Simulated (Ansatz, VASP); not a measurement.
Al5As: VASP beside Ansatz

```
Al As
1.0
     5.33602    0.00000    0.00000
    -2.66801    4.62113    0.00000
     0.00000    0.00000    4.54496
Al As
5 1
Direct
  0.50000 0.00000 0.50000
  0.50000 0.50000 0.50000
  0.00000 0.50000 0.50000
  0.33333 0.66667 0.00000
  0.66667 0.33333 0.00000
  0.00000 0.00000 0.00000
```

Change from the starting cell: species swapped into the KAu5 type (P6/mmm, No. 191).

Alike in both runs: functional PBE; k mesh 6 × 6 × 4; occupations gaussian, width 0.1 eV; no spin polarisation.

Ansatz relaxed the structure, and its values are those at the end. VASP's run is a single point on that final structure, the one shown.

|  | VASP | Ansatz |
| --- | --- | --- |
| version | VASP 6.6.1 | Ansatz 0.2.0 |
| potentials or method | VASP PAW PBE potentials, release 64 (Al, As), cutoff 520 eV | scalar-relativistic, plane waves, PAW |
| valence electrons in the cell | 20 | 30 |

```tsv
	VASP	Ansatz	Ansatz less VASP
gap on the k mesh at the Fermi level (eV)	none	none	-
pressure (GPa)	0.3	0.3	+0.01
```

A gap of «none» marks a metal or a gap that the smearing closes. VASP's potentials hold 20 valence electrons a cell and Ansatz's 30, so a difference there can come from the potentials and not from the codes.
